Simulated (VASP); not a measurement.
# Be2Co (P6/mmm) in VASP: notebook

Be2Co is run at these levels: PBE; tasks: single point.

Everything below comes from runs of VASP 6.6.1. Logs are shortened: lines on timing, memory, paths and dates and some standing lists are left out, and cuts for length are marked.

### Step 1. The cell of the first run

Symmetry: P6/mmm, No. 191, hexagonal system. Conventional cell: a = 2.803 Å, b = 2.803 Å, c = 3.218 Å, α = 90.00°, β = 90.00°, γ = 120.00°. Within 2.3 Å of Be (site symmetry -6m2) lie 3 Be at 1.62 Å and 6 Co at 2.28 Å. Within 3.0 Å of Co (site symmetry 6/mmm) lie 12 Be at 2.28 Å and 6 Co at 2.80 Å.

The cell was generated, and may not be a known phase.

### Step 2. Single point, PBE, collinear spin, ferromagnetic start

INCAR

```
ALGO = Normal
EDIFF = 1E-6
ENCUT = 520
GGA = PE
ISIF = 2
ISMEAR = 0
ISPIN = 2
LASPH = True
LCHARG = False
LMAXMIX = 4
LORBIT = 11
LREAL = False
LWAVE = False
MAGMOM = 0 0 3
NBANDS = 18
NELM = 150
PREC = Accurate
SIGMA = 0.1
```

KPOINTS

```
k-points
0
Gamma
  6 6 6
```

POSCAR

```
Be2Co
1.0
    2.8027795000      0.0000000000      0.0000000000
   -1.4013897500      2.4272782400      0.0000000000
    0.0000000000      0.0000000000      3.2177249600
Be Co
2 1
Direct
    0.3333333300      0.6666666700      0.5000000000
    0.6666666700      0.3333333300      0.5000000000
    0.0000000000      0.0000000000      0.0000000000
```

Potentials or basis: VASP PAW PBE potentials, release 64 (Be, Co).

Launch:

```sh
> cat potpaw_PBE.64/Be/POTCAR potpaw_PBE.64/Co/POTCAR > POTCAR
> mpirun -np 1 vasp_std > vasp.out
```

OUTCAR:

```text
EDIFF = 1E-6
   ENCUT = 520
   GGA = PE
   ISIF = 2
   ISMEAR = 0
   ISPIN = 2
   LASPH = True
   LORBIT = 11
   LREAL = False
   NELM = 150
   PREC = Accurate

 ion  position               nearest neighbor table
   1  0.333  0.667  0.500-   2 1.62   2 1.62   2 1.62   3 2.28   3 2.28   3 2.28   3 2.28   3 2.28
                             3 2.28
   2  0.667  0.333  0.500-   1 1.62   1 1.62   1 1.62   3 2.28   3 2.28   3 2.28   3 2.28   3 2.28
                             3 2.28
   3  0.000  0.000  0.000-   1 2.28   2 2.28   1 2.28   2 2.28   1 2.28   1 2.28   2 2.28   2 2.28
                             2 2.28   2 2.28   1 2.28   1 2.28

  LATTYP: Found a hexagonal cell.
 ALAT       =     2.8027795000
 C/A-ratio  =     1.1480478432

  Lattice vectors:

 A1 = (   2.8027795000,   0.0000000000,   0.0000000000)
 A2 = (  -1.4013897500,   2.4272782400,   0.0000000000)
 A3 = (   0.0000000000,   0.0000000000,   3.2177249600)

Analysis of symmetry for initial positions (statically):
=====================================================================
 Subroutine PRICEL returns:
 Original cell was already a primitive cell.

 Routine SETGRP: Setting up the symmetry group for a
 hexagonal supercell.

 Subroutine GETGRP returns: Found 24 space group operations
 (whereof 24 operations were pure point group operations)
 out of a pool of 24 trial point group operations.

The static configuration has the point symmetry D_6h.

Analysis of symmetry for dynamics (positions and initial velocities):
=====================================================================
 Subroutine PRICEL returns:
 Original cell was already a primitive cell.

 Routine SETGRP: Setting up the symmetry group for a
 hexagonal supercell.

 Subroutine GETGRP returns: Found 24 space group operations
 (whereof 24 operations were pure point group operations)
 out of a pool of 24 trial point group operations.

The dynamic configuration has the point symmetry D_6h.

Analysis of structural, dynamic, and magnetic symmetry:
=====================================================================
 Subroutine PRICEL returns:
 Original cell was already a primitive cell.

 Routine SETGRP: Setting up the symmetry group for a
 hexagonal supercell.

 Subroutine GETGRP returns: Found 24 space group operations
 (whereof 24 operations were pure point group operations)
 out of a pool of 24 trial point group operations.

The overall configuration has the point symmetry D_6h.

 Subroutine INISYM returns: Found 24 space group operations
 (whereof 24 operations are pure point group operations),
 and found     1 'primitive' translations

----------------------------------------------------------------------------------------

                                     Primitive cell

  volume of cell :      21.8906

  direct lattice vectors                    reciprocal lattice vectors
     2.802779500  0.000000000  0.000000000     0.356788681  0.205992042  0.000000000
    -1.401389750  2.427278240  0.000000000     0.000000000  0.411984083  0.000000000
     0.000000000  0.000000000  3.217724960     0.000000000  0.000000000  0.310778582

  length of vectors
     2.802779500  2.802779493  3.217724960     0.411984082  0.411984083  0.310778582

  position of ions in fractional coordinates (direct lattice)
     0.333333330  0.666666670  0.500000000
     0.666666670  0.333333330  0.500000000
     0.000000000  0.000000000  0.000000000

  ion indices of the primitive-cell ions
   primitive index   ion index
                 1           1
                 2           2
                 3           3

----------------------------------------------------------------------------------------

 KPOINTS: k-points

Automatic generation of k-mesh.
 Grid dimensions read from file:
 generate k-points for:    6    6    6

 Generating k-lattice:

  Cartesian coordinates                     Fractional coordinates (reciprocal lattice)
     0.059464780  0.034332007  0.000000000     0.166666667  0.000000000  0.000000000
     0.000000000  0.068664014  0.000000000     0.000000000  0.166666667  0.000000000
     0.000000000  0.000000000  0.051796430     0.000000000  0.000000000  0.166666667

  Length of vectors
     0.068664014  0.068664014  0.051796430

  Shift w.r.t. Gamma in fractional coordinates (k-lattice)
     0.000000000  0.000000000  0.000000000

 Subroutine IBZKPT returns following result:
 ===========================================

 Found     28 irreducible k-points:

 Following reciprocal coordinates:
            Coordinates               Weight
  0.000000  0.000000  0.000000      1.000000
  0.166667  0.000000  0.000000      6.000000
  0.333333 -0.000000  0.000000      6.000000
  0.500000  0.000000  0.000000      3.000000
  0.166667  0.166667  0.000000      6.000000
  0.333333  0.166667  0.000000     12.000000
[... 16 lines left out ...]
  0.166667  0.000000  0.500000      6.000000
  0.333333 -0.000000  0.500000      6.000000
 [... further k-points ...]
   k-points           NKPTS =     28   k-points in BZ     NKDIM =     28   number of bands    NBANDS=     18
   number of dos      NEDOS =    301   number of ions     NIONS =      3
   total plane-waves  NPLWV =  13824
   dimension x,y,z NGX =    24 NGY =   24 NGZ =   24
   dimension x,y,z NGXF=    48 NGYF=   48 NGZF=   48
   ions per type =               2   1
   NGX,Y,Z   is equivalent  to a cutoff of  14.24, 14.24, 12.40 a.u.
   NGXF,Y,Z  is equivalent  to a cutoff of  28.47, 28.47, 24.80 a.u.
 SYSTEM =  unknown system
   PREC   = accura    normal or accurate (medium, high low for compatibility)
   ISTART =      0    job   : 0-new  1-cont  2-samecut
   ICHARG =      2    charge: 1-file 2-atom 10-const
   ISPIN  =      2    spin polarized calculation?
   LNONCOLLINEAR =      F non collinear calculations
   LSORBIT =      F    spin-orbit coupling
   LASPH  =      T    aspherical Exc in radial PAW
   ENCUT  =  520.0 eV  38.22 Ry    6.18 a.u.   5.21  5.21  5.98*2*pi/ulx,y,z
   NELM   =    150;   NELMIN=  2; NELMDL= -5     # of ELM steps
   EDIFF  = 0.1E-05   stopping-criterion for ELM
   LREAL  =      F    real-space projection
   EDIFFG = 0.1E-04   stopping-criterion for IOM
   NSW    =      0    number of steps for IOM
   IBRION =     -1    ionic relax: 0-MD 1-quasi-New 2-CG
   NFREE  =      0    steps in history (QN), initial steepest desc. (CG)
   ISIF   =      2    stress and relaxation
   ISYM   =      2    0-nonsym 1-usesym 2-fastsym
   POTIM  = 0.5000    time-step for ionic-motion
   TEBEG  =    0.0;   TEEND  =   0.0 temperature during run
   PSTRESS=    0.0 pullay stress
   NELECT =      13.0000    total number of electrons
   NUPDOWN=      -1.0000    fix difference up-down
   EMIN   =  10.00;   EMAX   =-10.00  energy-range for DOS
   EFERMI =   0.00;   METHOD = LEGACY
   ISMEAR =     0;   SIGMA  =   0.10  broadening in eV -4-tet -1-fermi 0-gaus
   EFERMI_NEDOS =   21; number of points for ismear=-14 and -15
   IALGO  =     38    algorithm
   IMIX   =      4    mixing-type and parameters
     AMIX     =   0.40;   BMIX     =  1.00
     AMIX_MAG =   1.60;   BMIX_MAG =  1.00
  volume/ion in A,a.u.               =       7.30        49.24
  Fermi-wavevector in a.u.,A,eV,Ry     =   1.376058  2.600373 25.763125  1.893536
  Thomas-Fermi vector in A             =   2.501338
   LORBIT       =     11    0 simple, 1 ext, 2 COOP (PROOUT), +10 PAW based schemes
   GGA     = PE    functional components
   LHFCALC =     F    Hartree Fock is set to
   AEXX    =    0.0000 exact exchange contribution
   IVDW    =     0    specifies the selected vdW correction
   LEPSILON=     F    determine dielectric tensor
   LRPA    =     F    only Hartree local field effects (RPA)
 spin polarized calculation
 Gauss-broadening in eV      SIGMA  =   0.10
  energy-cutoff  :      520.00
  volume of cell :       21.89
 maximum number of plane-waves:       612
 NGX is ok and might be reduce to    24
   NGX = 11   NGY = 11   NGZ = 11

 number of electron      12.9999994 magnetization       0.3881994

 Free energy of the ion-electron system (eV)
  ---------------------------------------------------
  ext. energy  EPLUGINS =         0.00000000
  ---------------------------------------------------
  free energy    TOTEN  =       -11.81846463 eV

  energy without entropy =      -11.81178093  energy(sigma->0) =      -11.81512278

 E-fermi :   9.9500     XC(G=0): -12.6179

 val. band max:        9.8986063164   @ k =   0.5000   0.0000   0.1667
 cond. band min:       9.9977563673   @ k =   0.3333   0.1667   0.0000
 fundamental gap:      0.0991500509
 Fermi energy:         9.9499862539

 spin component 1

 k-point     1 :       0.0000    0.0000    0.0000
  band No.  band energies     occupation
      1      -0.9755      1.00000
      2       6.5468      1.00000
      3       7.6341      1.00000
      4       7.6341      1.00000
      5       8.4214      1.00000
      6       8.6922      1.00000
[... 10 lines left out ...]
     17      33.5847      0.00000
     18      36.8780      0.00000

 k-point     2 :       0.1667    0.0000    0.0000
  band No.  band energies     occupation
      1      -0.4349      1.00000
      2       6.6949      1.00000
      3       7.2633      1.00000
      4       7.2657      1.00000
      5       7.9079      1.00000
      6       8.6210      1.00000
[... 10 lines left out ...]
     17      32.9165      0.00000
     18      33.3134      0.00000

 k-point     3 :       0.3333   -0.0000    0.0000
  band No.  band energies     occupation
      1       1.0325      1.00000
      2       6.0637      1.00000
      3       6.6037      1.00000
      4       6.8757      1.00000
      5       8.4809      1.00000
      6       8.6161      1.00000
[... 412 lines left out ...]
 k-point    23 :       0.1667    0.0000    0.5000
  band No.  band energies     occupation
      1       2.2519      1.00000
      2       2.5923      1.00000
      3       7.7204      1.00000
      4       7.7420      1.00000
      5       7.8117      1.00000
      6       8.3382      1.00000
[... 10 lines left out ...]
     17      33.0565      0.00000
     18      34.5703      0.00000

 k-point    24 :       0.3333   -0.0000    0.5000
  band No.  band energies     occupation
      1       3.0872      1.00000
      2       4.5408      1.00000
      3       6.2800      1.00000
      4       7.1106      1.00000
      5       7.2193      1.00000
      6       8.6323      1.00000
[... 10 lines left out ...]
     17      33.5310      0.00000
     18      37.0769      0.00000

 [... further k-points ...]

 spin component 2

 k-point     1 :       0.0000    0.0000    0.0000
  band No.  band energies     occupation
      1      -0.9685      1.00000
      2       6.9235      1.00000
      3       8.0124      1.00000
      4       8.0124      1.00000
      5       8.4265      1.00000
      6       8.9889      1.00000
[... 10 lines left out ...]
     17      33.5776      0.00000
     18      36.9646      0.00000

 k-point     2 :       0.1667    0.0000    0.0000
  band No.  band energies     occupation
      1      -0.4283      1.00000
      2       7.0633      1.00000
      3       7.4216      1.00000
      4       7.6016      1.00000
      5       8.2823      1.00000
      6       8.9152      1.00000
[... 10 lines left out ...]
     17      32.9289      0.00000
     18      33.4186      0.00000

 k-point     3 :       0.3333   -0.0000    0.0000
  band No.  band energies     occupation
      1       1.0438      1.00000
      2       6.1967      1.00000
      3       6.7884      1.00000
      4       7.2549      1.00000
      5       8.7703      1.00000
      6       8.9795      1.00000
[... 412 lines left out ...]
 k-point    23 :       0.1667    0.0000    0.5000
  band No.  band energies     occupation
      1       2.2420      1.00000
      2       2.6362      1.00000
      3       7.9356      1.00000
      4       8.0491      1.00000
      5       8.1457      1.00000
      6       8.7783      1.00000
[... 10 lines left out ...]
     17      33.0453      0.00000
     18      34.7555      0.00000

 k-point    24 :       0.3333   -0.0000    0.5000
  band No.  band energies     occupation
      1       3.0962      1.00000
      2       4.6041      1.00000
      3       6.3809      1.00000
      4       7.2988      1.00000
      5       7.5318      1.00000
      6       9.1282      1.00000
[... 10 lines left out ...]
     17      33.5483      0.00000
     18      37.1370      0.00000

 [... further k-points ...]

------------------------ aborting loop because EDIFF is reached ----------------------------------------

  FORCE on cell =-STRESS in cart. coord.  units (eV):
  Direction    XX          YY          ZZ          XY          YZ          ZX
  --------------------------------------------------------------------------------------
  -------------------------------------------------------------------------------------
  Total       11.4181107     11.4181107     -2.7744216      0.0000000     -0.0000000      0.0000000
  in kB      835.6942595    835.6942539   -203.0605827      0.0000000     -0.0000000      0.0000000
  external PRESSURE =     489.4426436 kB  Pullay stress =       0.0000000 kB

 VOLUME and BASIS-vectors are now :
 -----------------------------------------------------------------------------
  energy-cutoff  :      520.00
  volume of cell :       21.89
      direct lattice vectors                 reciprocal lattice vectors
     2.802779500  0.000000000  0.000000000     0.356788681  0.205992042  0.000000000
    -1.401389750  2.427278240  0.000000000     0.000000000  0.411984083  0.000000000
     0.000000000  0.000000000  3.217724960     0.000000000  0.000000000  0.310778582

 POSITION                                       TOTAL-FORCE (eV/Angst)
 -----------------------------------------------------------------------------------
     -0.00000      1.61819      1.60886         0.000000     -0.000000     -0.000000
      1.40139      0.80909      1.60886        -0.000000      0.000000      0.000000
      0.00000      0.00000      0.00000         0.000000      0.000000     -0.000000
 -----------------------------------------------------------------------------------
    total drift:                                0.000000     -0.000000     -0.000000

  FREE ENERGIE OF THE ION-ELECTRON SYSTEM (eV)
  ---------------------------------------------------
  free  energy   TOTEN  =       -11.8184646286 eV

  energy  without entropy=      -11.8117809325  energy(sigma->0) =      -11.81512278

 total charge

# of ion       s       p       d       tot
------------------------------------------
    1        0.613   1.064   0.000   1.677
    2        0.613   1.064   0.000   1.677
    3        0.431   0.612   7.434   8.476
--------------------------------------------------
tot          1.657   2.740   7.434  11.831

 magnetization (x)

# of ion       s       p       d       tot
------------------------------------------
    1       -0.003  -0.007   0.000  -0.010
    2       -0.003  -0.007   0.000  -0.010
    3        0.006   0.008   0.391   0.405
--------------------------------------------------
tot         -0.001  -0.006   0.391   0.384
```

Run time: 39 s. Hardware: 1 thread of Intel Xeon 8259CL, shared host; peak memory 0.16 GiB.

Results:

- Free energy: -11.8185 eV
- Pressure: 48.9 GPa
- Net moment: 0.39 μB per cell
- Site moments: Be -0.01; Co +0.41 μB
- Valence electrons inside the program's atomic spheres: Be 1.68; Co 8.48

Caveat: the k points lie up to 0.43 Å⁻¹ apart.

[end of part 1 of 2]
